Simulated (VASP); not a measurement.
# WS2 (Cm) in VASP: a series of runs, part 2 of 2

VASP 6.6.1.

## Step 3: Single point, PBEsol (atom 3 (S) moved by (-0.200, -0.100) A along y and z)

The input, INCAR:

```
SYSTEM = WS2
  ALGO = Normal
  EDIFF = 1E-6
  ENCUT = 520
  GGA = PS
  ISIF = 2
  ISMEAR = 0
  LASPH = .TRUE.
  LCHARG = .FALSE.
  LREAL = .FALSE.
  LWAVE = .FALSE.
  NBANDS = 20
  NELM = 80
  PREC = Accurate
  SIGMA = 0.05
```

The input, KPOINTS:

```
k-points
0
G
  12 12 12
  0 0 0
```

The input, POSCAR:

```
WS2
1.0
    1.5790003843      0.9116362969      6.1633300000
   -1.5790003843      0.9116362969      6.1633300000
    0.0000000000     -1.8232725938      6.1633300000
W S
1 2
Direct
    0.0000000000      0.0000000000      0.0000000000
    0.7503000000      0.7503000000      0.7503000000
    0.5390273789      0.5390273789      0.6487202469
```

Potentials or basis: VASP PAW PBE potentials, release 64 (W_sv, S).

Launch:

```console
cat potpaw_PBE.64/W_sv/POTCAR potpaw_PBE.64/S/POTCAR > POTCAR
mpirun -np 1 vasp_std > vasp.out
```

OUTCAR:

```text
SYSTEM = WS2
   EDIFF = 1E-6
   ENCUT = 520
   GGA = PS
   ISIF = 2
   ISMEAR = 0
   LASPH = .TRUE.
   LREAL = .FALSE.
   NELM = 80
   PREC = Accurate

 ion  position               nearest neighbor table
   1  0.000  0.000  0.000-   2 2.39   2 2.39   2 2.39   3 2.42   3 2.42   3 2.63
   2  0.750  0.750  0.750-   1 2.39   1 2.39   1 2.39
   3  0.539  0.539  0.649-   1 2.42   1 2.42   1 2.63

  LATTYP: Found a trigonal (rhomboedric) cell.
 ALAT       =     6.4273602389
 COS(alpha) =     0.8792939096

  Lattice vectors:

 A1 = (   1.5790003843,   0.9116362969,   6.1633300000)
 A2 = (  -1.5790003843,   0.9116362969,   6.1633300000)
 A3 = (   0.0000000000,  -1.8232725938,   6.1633300000)

Analysis of symmetry for initial positions (statically):
=====================================================================
 Subroutine PRICEL returns:
 Original cell was already a primitive cell.

 Routine SETGRP: Setting up the symmetry group for a
 trigonal (rhombohedral) supercell.

 Subroutine GETGRP returns: Found  2 space group operations
 (whereof  2 operations were pure point group operations)
 out of a pool of 12 trial point group operations.

The static configuration has the point symmetry C_1h.

Analysis of symmetry for dynamics (positions and initial velocities):
=====================================================================
 Subroutine PRICEL returns:
 Original cell was already a primitive cell.

 Routine SETGRP: Setting up the symmetry group for a
 trigonal (rhombohedral) supercell.

 Subroutine GETGRP returns: Found  2 space group operations
 (whereof  2 operations were pure point group operations)
 out of a pool of 12 trial point group operations.

The dynamic configuration has the point symmetry C_1h.

 Subroutine INISYM returns: Found  2 space group operations
 (whereof  2 operations are pure point group operations),
 and found     1 'primitive' translations

----------------------------------------------------------------------------------------

                                     Primitive cell

  volume of cell :      53.2317

  direct lattice vectors                    reciprocal lattice vectors
     1.579000384  0.911636297  6.163330000     0.316656034  0.182821447  0.054083318
    -1.579000384  0.911636297  6.163330000    -0.316656034  0.182821447  0.054083318
     0.000000000 -1.823272594  6.163330000     0.000000000 -0.365642893  0.054083318

  length of vectors
     6.427360239  6.427360239  6.427360239     0.369621064  0.369621064  0.369621064

  position of ions in fractional coordinates (direct lattice)
     0.000000000  0.000000000  0.000000000
     0.750300000  0.750300000  0.750300000
     0.539027379  0.539027379  0.648720247

  ion indices of the primitive-cell ions
   primitive index   ion index
                 1           1
                 2           2
                 3           3

----------------------------------------------------------------------------------------

 KPOINTS: k-points

Automatic generation of k-mesh.
 Grid dimensions read from file:
 generate k-points for:   12   12   12

 Generating k-lattice:

  Cartesian coordinates                     Fractional coordinates (reciprocal lattice)
     0.026388003  0.015235121  0.004506943     0.083333333  0.000000000  0.000000000
    -0.026388003  0.015235121  0.004506943     0.000000000  0.083333333  0.000000000
     0.000000000 -0.030470241  0.004506943     0.000000000  0.000000000  0.083333333

  Length of vectors
     0.030801755  0.030801755  0.030801755

  Shift w.r.t. Gamma in fractional coordinates (k-lattice)
     0.000000000  0.000000000  0.000000000

 Subroutine IBZKPT returns following result:
 ===========================================

 Found    476 irreducible k-points:

 Following reciprocal coordinates:
            Coordinates               Weight
  0.000000  0.000000  0.000000      1.000000
  0.083333  0.000000  0.000000      4.000000
  0.000000  0.000000  0.083333      2.000000
  0.166667  0.000000  0.000000      4.000000
 -0.000000 -0.000000  0.166667      2.000000
  0.250000  0.000000  0.000000      4.000000
[... 16 lines left out ...]
 -0.333333 -0.000000 -0.083333      4.000000
  0.083333  0.000000  0.333333      4.000000
 [... further k-points ...]
   k-points           NKPTS =    476   k-points in BZ     NKDIM =    476   number of bands    NBANDS=     20
   number of dos      NEDOS =    301   number of ions     NIONS =      3
   total plane-waves  NPLWV = 110592
   dimension x,y,z NGX =    48 NGY =   48 NGZ =   48
   dimension x,y,z NGXF=    96 NGYF=   96 NGZF=   96
   ions per type =               1   2
   NGX,Y,Z   is equivalent  to a cutoff of  12.42, 12.42, 12.42 a.u.
   NGXF,Y,Z  is equivalent  to a cutoff of  24.83, 24.83, 24.83 a.u.
 SYSTEM =  WS2
   PREC   = accura    normal or accurate (medium, high low for compatibility)
   ISTART =      0    job   : 0-new  1-cont  2-samecut
   ICHARG =      2    charge: 1-file 2-atom 10-const
   ISPIN  =      1    spin polarized calculation?
   LNONCOLLINEAR =      F non collinear calculations
   LSORBIT =      F    spin-orbit coupling
   LASPH  =      T    aspherical Exc in radial PAW
   ENCUT  =  520.0 eV  38.22 Ry    6.18 a.u.  11.95 11.95 11.95*2*pi/ulx,y,z
   NELM   =     80;   NELMIN=  2; NELMDL= -5     # of ELM steps
   EDIFF  = 0.1E-05   stopping-criterion for ELM
   LREAL  =      F    real-space projection
   EDIFFG = 0.1E-04   stopping-criterion for IOM
   NSW    =      0    number of steps for IOM
   IBRION =     -1    ionic relax: 0-MD 1-quasi-New 2-CG
   NFREE  =      0    steps in history (QN), initial steepest desc. (CG)
   ISIF   =      2    stress and relaxation
   ISYM   =      2    0-nonsym 1-usesym 2-fastsym
   POTIM  = 0.5000    time-step for ionic-motion
   TEBEG  =    0.0;   TEEND  =   0.0 temperature during run
   PSTRESS=    0.0 pullay stress
   NELECT =      26.0000    total number of electrons
   NUPDOWN=      -1.0000    fix difference up-down
   EMIN   =  10.00;   EMAX   =-10.00  energy-range for DOS
   EFERMI =   0.00;   METHOD = LEGACY
   ISMEAR =     0;   SIGMA  =   0.05  broadening in eV -4-tet -1-fermi 0-gaus
   EFERMI_NEDOS =   21; number of points for ismear=-14 and -15
   IALGO  =     38    algorithm
   IMIX   =      4    mixing-type and parameters
     AMIX     =   0.40;   BMIX     =  1.00
     AMIX_MAG =   1.60;   BMIX_MAG =  1.00
  volume/ion in A,a.u.               =      17.74       119.74
  Fermi-wavevector in a.u.,A,eV,Ry     =   1.289266  2.436359 22.615688  1.662206
  Thomas-Fermi vector in A             =   2.421169
   LORBIT       =      0    0 simple, 1 ext, 2 COOP (PROOUT), +10 PAW based schemes
   GGA     = PS    functional components
   LHFCALC =     F    Hartree Fock is set to
   AEXX    =    0.0000 exact exchange contribution
   IVDW    =     0    specifies the selected vdW correction
   LEPSILON=     F    determine dielectric tensor
   LRPA    =     F    only Hartree local field effects (RPA)
 non-spin polarized calculation
 Gauss-broadening in eV      SIGMA  =   0.05
  energy-cutoff  :      520.00
  volume of cell :       53.23
 maximum number of plane-waves:      1450
   NGX = 23   NGY = 23   NGZ = 23

 number of electron      26.0000000 magnetization

 Free energy of the ion-electron system (eV)
  ---------------------------------------------------
  ext. energy  EPLUGINS =         0.00000000
  ---------------------------------------------------
  free energy    TOTEN  =       -25.00005945 eV

  energy without entropy =      -25.00005945  energy(sigma->0) =      -25.00005945

 E-fermi :   7.5405     XC(G=0): -11.1763

 val. band max:        7.3073412256   @ k =   0.5000   0.5000   0.5000
 cond. band min:       8.1237477104   @ k =   0.1667   0.0000  -0.1667
 fundamental gap:      0.8164064848
 Fermi energy:         7.5404762275

 k-point     1 :       0.0000    0.0000    0.0000
  band No.  band energies     occupation
      1     -67.2244      2.00000
      2     -31.4833      2.00000
      3     -31.2867      2.00000
      4     -31.2784      2.00000
      5      -8.1078      2.00000
      6      -6.1925      2.00000
[... 12 lines left out ...]
     19      15.1021      0.00000
     20      15.9783      0.00000
[... 507 lines left out ...]
 k-point    24 :       0.0833    0.0000    0.3333
  band No.  band energies     occupation
      1     -67.2122      2.00000
      2     -31.5068      2.00000
      3     -31.4384      2.00000
      4     -31.3500      2.00000
      5      -6.8151      2.00000
      6      -5.7171      2.00000
[... 12 lines left out ...]
     19      15.3079      0.00000
     20      15.6632      0.00000

 [... further k-points ...]
[... 5 lines left out ...]
  --------------------------------------------------------------------------------------
  -------------------------------------------------------------------------------------
  Total       -0.7088343     -1.2855581     -2.1729408      0.0000000     -2.0798077      0.0000000
  in kB      -21.3346127    -38.6929426    -65.4015383      0.0000000    -62.5984034      0.0000000
  external PRESSURE =     -41.8096978 kB  Pullay stress =       0.0000000 kB

 VOLUME and BASIS-vectors are now :
 -----------------------------------------------------------------------------
  energy-cutoff  :      520.00
  volume of cell :       53.23
      direct lattice vectors                 reciprocal lattice vectors
     1.579000384  0.911636297  6.163330000     0.316656034  0.182821447  0.054083318
    -1.579000384  0.911636297  6.163330000    -0.316656034  0.182821447  0.054083318
     0.000000000 -1.823272594  6.163330000     0.000000000 -0.365642893  0.054083318

 POSITION                                       TOTAL-FORCE (eV/Angst)
 -----------------------------------------------------------------------------------
      0.00000      0.00000      0.00000         0.000000     -1.495687     -1.641968
      0.00000      0.00000     13.87304         0.000000      0.093576      0.063958
      0.00000     -0.20000     10.64268         0.000000      1.402111      1.578010
 -----------------------------------------------------------------------------------
    total drift:                                0.000000     -0.000005     -0.000145

  FREE ENERGIE OF THE ION-ELECTRON SYSTEM (eV)
  ---------------------------------------------------
  free  energy   TOTEN  =       -25.0000594529 eV

  energy  without entropy=      -25.0000594529  energy(sigma->0) =      -25.00005945
```

stdout:

```text
POSCAR found type information on POSCAR W S
 POSCAR found :  2 types and       3 ions
 scaLAPACK will be used
 -----------------------------------------------------------------------------
|                                                                             |
|                                                                             |
|     You enforced a specific xc type in the INCAR file but a different       |
|     I HOPE YOU KNOW WHAT YOU ARE DOING!                                     |
|                                                                             |
 -----------------------------------------------------------------------------

 LDA part: xc-table for (Slater+PW92), standard interpolation
 POSCAR, INCAR and KPOINTS ok, starting setup
 FFT: planning ... GRIDC
 FFT: planning ... GRID_SOFT
 FFT: planning ... GRID
 WAVECAR not read
 entering main loop
```

It took 12 min on 1 thread of Intel Xeon 6975P-C (Granite Rapids), shared host; peak memory 0.65 GiB.

What came out:

```
Free energy            : -25.0001 eV
Pressure               : -4.2 GPa
Largest force          : 2.221 eV/Å
Band gap on the k mesh : 0.82 eV, indirect (least direct gap 1.63 eV)
```

Forces on the atoms (eV/Å):
```
W    0.000 -1.496 -1.642
S    0.000  0.094  0.064
S    0.000  1.402  1.578
```

Levels at points of the mesh, in eV from the valence-band top:
```tsv
k point	band 10	band 11	band 12	band 13	band 14	band 15	band 16	band 17
(0.00, 0.00, 0.00)	-2.30	-1.89	-1.26	-1.04	1.56	2.28	2.73	2.85
(0.50, 0.00, 0.00)	-3.79	-2.79	-1.90	-1.18	2.36	2.61	3.20	4.11
(0.00, 0.00, 0.50)	-4.03	-2.18	-1.55	-1.54	2.46	2.49	3.29	3.77
(0.50, 0.50, 0.00)	-3.92	-3.23	-1.81	-1.22	2.31	2.44	3.10	4.39
(0.50, 0.00, 0.50)	-3.77	-3.23	-1.90	-1.21	2.34	2.69	3.29	4.12
(0.50, 0.50, 0.50)	-3.14	-2.27	-1.43	0.00	1.63	2.07	2.72	2.93
```

Caveat: the cell differs from its parent crystal (atom 3 (S) moved by (-0.200, -0.100) A along y and z); the PAW data sets were made with another functional, which shifts forces and pressure a little; spin-orbit coupling is left out, which moves the levels of the heavy elements. A k mesh can miss the band edges.
